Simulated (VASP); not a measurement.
# Mg3Sn2N2 (P4mm) in VASP: single point with PBE

Aim: the single point of Mg3Sn2N2 with PBE.

All numbers are computed with VASP 6.6.1; they aren't measurements. Logs are shortened: lines on timing, memory, paths and dates and some standing lists are left out, and cuts for length are marked.

### 1 The cell of the first run

The structure is tetragonal, space group P4mm (No. 99). The conventional cell has a = 4.566 Å, b = 4.566 Å, c = 7.062 Å, α = 90.00°, β = 90.00°, γ = 90.00°. Within 3.0 Å of Mg (site symmetry 4mm) lie 4 N at 2.28 Å and 4 Mg at 2.99 Å. Within 2.6 Å of Mg (site symmetry 2mm) lie 1 N at 1.97 Å. Within 2.7 Å of Sn (site symmetry 2mm) lie 1 N at 2.05 Å. Within 2.6 Å of N (site symmetry 2mm) lie 3 Mg at 1.97 to 2.28 Å and 1 Sn at 2.05 Å.

### 2 Single point, PBE

Contents of INCAR:

```
SYSTEM = Mg3Sn2N2
PREC = Accurate
ENCUT = 520
EDIFF = 1E-6
ISMEAR = 0
SIGMA = 0.2
LREAL = .FALSE.
LASPH = .TRUE.
NELM = 100
ALGO = Normal
ISIF = 2
LWAVE = .FALSE.
LCHARG = .FALSE.
GGA = PE
NBANDS = 31
```

Contents of KPOINTS:

```
regular mesh
0
G
  3 3 3
  0 0 0
```

Contents of POSCAR:

```
Mg3Sn2N2
1.0
    4.5663021726      0.0000000000      0.0000000000
    0.0000000000      4.5663021726      0.0000000000
    0.0000000000      0.0000000000      7.0616073241
Mg Sn N
3 2 2
Direct
    0.0000000000      0.0000000000      1.1951420961
    0.5000000000      0.0000000000      0.4685683495
    0.0000000000      0.5000000000      0.4685683495
    0.5000000000      0.0000000000      0.8988798764
    0.0000000000      0.5000000000      0.8988798764
    0.5000000000      0.0000000000      0.1888929261
    0.0000000000      0.5000000000      0.1888929261
```

Potentials or basis: VASP PAW PBE potentials, release 64 (Mg, Sn_d, N).

On the command line:

```console
cat potpaw_PBE.64/Mg/POTCAR potpaw_PBE.64/Sn_d/POTCAR potpaw_PBE.64/N/POTCAR > POTCAR
mpirun -np 1 vasp_std > vasp.out
```

OUTCAR:

```text
SYSTEM = Mg3Sn2N2
   PREC = Accurate
   ENCUT = 520
   EDIFF = 1E-6
   ISMEAR = 0
   LREAL = .FALSE.
   LASPH = .TRUE.
   NELM = 100
   ISIF = 2
   GGA = PE

 ion  position               nearest neighbor table
   1  0.000  0.000  0.195-   6 2.28   7 2.28   7 2.28   6 2.28   3 2.99   2 2.99   2 2.99   3 2.99
                             5 3.10   4 3.10   4 3.10   5 3.10
   2  0.500  0.000  0.469-   6 1.97   1 2.99   1 2.99   4 3.04   3 3.23   3 3.23   3 3.23   3 3.23

   3  0.000  0.500  0.469-   7 1.97   1 2.99   1 2.99   5 3.04   2 3.23   2 3.23   2 3.23   2 3.23

   4  0.500  0.000  0.899-   6 2.05   2 3.04   1 3.10   1 3.10   5 3.23   5 3.23   5 3.23   5 3.23

   5  0.000  0.500  0.899-   7 2.05   3 3.04   1 3.10   1 3.10   4 3.23   4 3.23   4 3.23   4 3.23

   6  0.500  0.000  0.189-   2 1.97   4 2.05   1 2.28   1 2.28
   7  0.000  0.500  0.189-   3 1.97   5 2.05   1 2.28   1 2.28

  LATTYP: Found a simple tetragonal cell.
 ALAT       =     4.5663021726
 C/A-ratio  =     1.5464608029

  Lattice vectors:

 A1 = (   4.5663021726,   0.0000000000,   0.0000000000)
 A2 = (   0.0000000000,   4.5663021726,   0.0000000000)
 A3 = (   0.0000000000,   0.0000000000,   7.0616073241)

Analysis of symmetry for initial positions (statically):
=====================================================================
 Subroutine PRICEL returns:
 Original cell was already a primitive cell.

 Routine SETGRP: Setting up the symmetry group for a
 simple tetragonal supercell.

 Subroutine GETGRP returns: Found  8 space group operations
 (whereof  8 operations were pure point group operations)
 out of a pool of 16 trial point group operations.

The static configuration has the point symmetry C_4v.

Analysis of symmetry for dynamics (positions and initial velocities):
=====================================================================
 Subroutine PRICEL returns:
 Original cell was already a primitive cell.

 Routine SETGRP: Setting up the symmetry group for a
 simple tetragonal supercell.

 Subroutine GETGRP returns: Found  8 space group operations
 (whereof  8 operations were pure point group operations)
 out of a pool of 16 trial point group operations.

The dynamic configuration has the point symmetry C_4v.

 Subroutine INISYM returns: Found  8 space group operations
 (whereof  8 operations are pure point group operations),
 and found     1 'primitive' translations

----------------------------------------------------------------------------------------

                                     Primitive cell

  volume of cell :     147.2424

  direct lattice vectors                    reciprocal lattice vectors
     4.566302173  0.000000000  0.000000000     0.218995582  0.000000000  0.000000000
     0.000000000  4.566302173  0.000000000     0.000000000  0.218995582  0.000000000
     0.000000000  0.000000000  7.061607324     0.000000000  0.000000000  0.141610819

  length of vectors
     4.566302173  4.566302173  7.061607324     0.218995582  0.218995582  0.141610819

  position of ions in fractional coordinates (direct lattice)
     0.000000000  0.000000000  0.195142096
     0.500000000  0.000000000  0.468568350
     0.000000000  0.500000000  0.468568350
     0.500000000  0.000000000  0.898879876
     0.000000000  0.500000000  0.898879876
     0.500000000  0.000000000  0.188892926
     0.000000000  0.500000000  0.188892926

  ion indices of the primitive-cell ions
   primitive index   ion index
                 1           1
                 2           2
                 3           3
                 4           4
                 5           5
                 6           6
                 7           7

----------------------------------------------------------------------------------------

 KPOINTS: regular mesh

Automatic generation of k-mesh.
 Grid dimensions read from file:
 generate k-points for:    3    3    3

 Generating k-lattice:

  Cartesian coordinates                     Fractional coordinates (reciprocal lattice)
     0.072998527  0.000000000  0.000000000     0.333333333  0.000000000  0.000000000
     0.000000000  0.072998527  0.000000000     0.000000000  0.333333333  0.000000000
     0.000000000  0.000000000  0.047203606     0.000000000  0.000000000  0.333333333

  Length of vectors
     0.072998527  0.072998527  0.047203606

  Shift w.r.t. Gamma in fractional coordinates (k-lattice)
     0.000000000  0.000000000  0.000000000

 Subroutine IBZKPT returns following result:
 ===========================================

 Found      6 irreducible k-points:

 Following reciprocal coordinates:
            Coordinates               Weight
  0.000000  0.000000  0.000000      1.000000
  0.333333  0.000000  0.000000      4.000000
  0.333333  0.333333  0.000000      4.000000
  0.000000  0.000000  0.333333      2.000000
  0.333333  0.000000  0.333333      8.000000
  0.333333  0.333333  0.333333      8.000000
   k-points           NKPTS =      6   k-points in BZ     NKDIM =      6   number of bands    NBANDS=     31
   number of dos      NEDOS =    301   number of ions     NIONS =      7
   total plane-waves  NPLWV =  69984
   dimension x,y,z NGX =    36 NGY =   36 NGZ =   54
   dimension x,y,z NGXF=    72 NGYF=   72 NGZF=  108
   ions per type =               3   2   2
   NGX,Y,Z   is equivalent  to a cutoff of  13.11, 13.11, 12.71 a.u.
   NGXF,Y,Z  is equivalent  to a cutoff of  26.21, 26.21, 25.43 a.u.
 SYSTEM =  Mg3Sn2N2
   PREC   = accura    normal or accurate (medium, high low for compatibility)
   ISTART =      0    job   : 0-new  1-cont  2-samecut
   ICHARG =      2    charge: 1-file 2-atom 10-const
   ISPIN  =      1    spin polarized calculation?
   LNONCOLLINEAR =      F non collinear calculations
   LSORBIT =      F    spin-orbit coupling
   LASPH  =      T    aspherical Exc in radial PAW
   ENCUT  =  520.0 eV  38.22 Ry    6.18 a.u.   8.49  8.49 13.13*2*pi/ulx,y,z
   NELM   =    100;   NELMIN=  2; NELMDL= -5     # of ELM steps
   EDIFF  = 0.1E-05   stopping-criterion for ELM
   LREAL  =      F    real-space projection
[... 7 lines left out ...]
   TEBEG  =    0.0;   TEEND  =   0.0 temperature during run
   PSTRESS=    0.0 pullay stress
   NELECT =      44.0000    total number of electrons
   NUPDOWN=      -1.0000    fix difference up-down
   EMIN   =  10.00;   EMAX   =-10.00  energy-range for DOS
   EFERMI =   0.00;   METHOD = LEGACY
   ISMEAR =     0;   SIGMA  =   0.20  broadening in eV -4-tet -1-fermi 0-gaus
   EFERMI_NEDOS =   21; number of points for ismear=-14 and -15
   IALGO  =     38    algorithm
   IMIX   =      4    mixing-type and parameters
     AMIX     =   0.40;   BMIX     =  1.00
     AMIX_MAG =   1.60;   BMIX_MAG =  1.00
  volume/ion in A,a.u.               =      21.03       141.95
  Fermi-wavevector in a.u.,A,eV,Ry     =   1.094497  2.068300 16.298756  1.197925
  Thomas-Fermi vector in A             =   2.230803
   LORBIT       =      0    0 simple, 1 ext, 2 COOP (PROOUT), +10 PAW based schemes
   GGA     = PE    functional components
   LHFCALC =     F    Hartree Fock is set to
   AEXX    =    0.0000 exact exchange contribution
   IVDW    =     0    specifies the selected vdW correction
   LEPSILON=     F    determine dielectric tensor
   LRPA    =     F    only Hartree local field effects (RPA)
 non-spin polarized calculation
 Gauss-broadening in eV      SIGMA  =   0.20
  energy-cutoff  :      520.00
  volume of cell :      147.24
 maximum number of plane-waves:      3987
 NGX is ok and might be reduce to    36
   NGX = 17   NGY = 17   NGZ = 27

 number of electron      44.0000014 magnetization

 Free energy of the ion-electron system (eV)
  ---------------------------------------------------
  ext. energy  EPLUGINS =         0.00000000
  ---------------------------------------------------
  free energy    TOTEN  =       -26.65012725 eV

  energy without entropy =      -26.54031522  energy(sigma->0) =      -26.59522123

 E-fermi :   3.9949     XC(G=0):  -9.1088

 val. band max:        3.9394221850   @ k =   0.3333   0.3333   0.0000
 cond. band min:       4.0220665262   @ k =   0.3333   0.3333   0.0000
 fundamental gap:      0.0826443412
 Fermi energy:         3.9948611779

 k-point     1 :       0.0000    0.0000    0.0000
  band No.  band energies     occupation
      1     -17.5216      2.00000
      2     -17.4317      2.00000
      3     -17.3911      2.00000
      4     -17.2907      2.00000
      5     -17.2734      2.00000
      6     -17.2540      2.00000
[... 23 lines left out ...]
     30       9.6309      0.00000
     31       9.6309      0.00000

 k-point     2 :       0.3333    0.0000    0.0000
  band No.  band energies     occupation
      1     -17.4445      2.00000
      2     -17.3925      2.00000
      3     -17.3606      2.00000
      4     -17.3216      2.00000
      5     -17.3018      2.00000
      6     -17.2827      2.00000
[... 23 lines left out ...]
     30       9.3700      0.00000
     31       9.4409      0.00000

 k-point     3 :       0.3333    0.3333    0.0000
  band No.  band energies     occupation
      1     -17.4476      2.00000
      2     -17.3872      2.00000
      3     -17.3667      2.00000
      4     -17.3293      2.00000
      5     -17.3077      2.00000
      6     -17.2698      2.00000
[... 23 lines left out ...]
     30       9.6538      0.00000
     31      11.0043      0.00000

 k-point     4 :       0.0000    0.0000    0.3333
  band No.  band energies     occupation
      1     -17.5217      2.00000
      2     -17.4317      2.00000
      3     -17.3908      2.00000
      4     -17.2905      2.00000
      5     -17.2733      2.00000
      6     -17.2539      2.00000
[... 23 lines left out ...]
     30       9.5080      0.00000
     31       9.5841      0.00000

 k-point     5 :       0.3333    0.0000    0.3333
  band No.  band energies     occupation
      1     -17.4445      2.00000
      2     -17.3925      2.00000
      3     -17.3603      2.00000
      4     -17.3216      2.00000
      5     -17.3016      2.00000
      6     -17.2827      2.00000
[... 23 lines left out ...]
     30       9.3384      0.00000
     31       9.7207      0.00000

 k-point     6 :       0.3333    0.3333    0.3333
  band No.  band energies     occupation
      1     -17.4475      2.00000
      2     -17.3871      2.00000
      3     -17.3667      2.00000
      4     -17.3293      2.00000
      5     -17.3075      2.00000
      6     -17.2698      2.00000
[... 23 lines left out ...]
     30      10.1131      0.00000
     31      10.4244      0.00000

------------------------ aborting loop because EDIFF is reached ----------------------------------------

  FORCE on cell =-STRESS in cart. coord.  units (eV):
  Direction    XX          YY          ZZ          XY          YZ          ZX
  --------------------------------------------------------------------------------------
  -------------------------------------------------------------------------------------
  Total       -0.2342140     -0.2342140      0.2605240      0.0000000     -0.0000000      0.0000000
  in kB       -2.5485343     -2.5485343      2.8348199      0.0000000     -0.0000000      0.0000000
  external PRESSURE =      -0.7540829 kB  Pullay stress =       0.0000000 kB

 VOLUME and BASIS-vectors are now :
 -----------------------------------------------------------------------------
  energy-cutoff  :      520.00
  volume of cell :      147.24
      direct lattice vectors                 reciprocal lattice vectors
     4.566302173  0.000000000  0.000000000     0.218995582  0.000000000  0.000000000
     0.000000000  4.566302173  0.000000000     0.000000000  0.218995582  0.000000000
     0.000000000  0.000000000  7.061607324     0.000000000  0.000000000  0.141610819

 POSITION                                       TOTAL-FORCE (eV/Angst)
 -----------------------------------------------------------------------------------
      0.00000      0.00000      1.37802         0.000000     -0.000000      0.014479
      2.28315      0.00000      3.30885         0.000000     -0.000000      0.008283
      0.00000      2.28315      3.30885         0.000000     -0.000000      0.008283
      2.28315      0.00000      6.34754         0.000000     -0.000000     -0.022246
      0.00000      2.28315      6.34754         0.000000     -0.000000     -0.022246
      2.28315      0.00000      1.33389         0.000000      0.000000      0.006724
      0.00000      2.28315      1.33389         0.000000      0.000000      0.006724
 -----------------------------------------------------------------------------------
    total drift:                                0.000000      0.000000      0.000685

  FREE ENERGIE OF THE ION-ELECTRON SYSTEM (eV)
  ---------------------------------------------------
  free  energy   TOTEN  =       -26.6501272451 eV

  energy  without entropy=      -26.5403152241  energy(sigma->0) =      -26.59522123
```

It took 21 s on 1 thread of Intel Xeon 6975P-C (Granite Rapids), shared host; peak memory 0.25 GiB.

What came out:

```yaml
Free_energy: -26.6501 eV
Pressure: -0.1 GPa
Largest_force: 0.022 eV/Å
Band_gap_on_the_k_mesh: zero (band 22 reaches 4.29 eV, above the bottom of band 23 at 3.71 eV)
```

Forces in eV/Å, atoms in the order of the input:
```
Mg   0.000  0.000  0.014
Mg   0.000  0.000  0.008
Mg   0.000  0.000  0.008
Sn   0.000  0.000 -0.022
Sn   0.000  0.000 -0.022
N    0.000  0.000  0.007
N    0.000  0.000  0.007
```

Levels at points of the mesh, in eV from the Fermi level:
```
           k point  band 19  band 20  band 21  band 22  band 23  band 24  band 25  band 26
(0.00, 0.00, 0.00)    -0.66    -0.66    -0.56    -0.12    -0.12     0.51     2.55     2.55
```

Caveat: the k points lie up to 0.46 Å⁻¹ apart; spin-orbit coupling is left out, which moves the levels of the heavy elements.
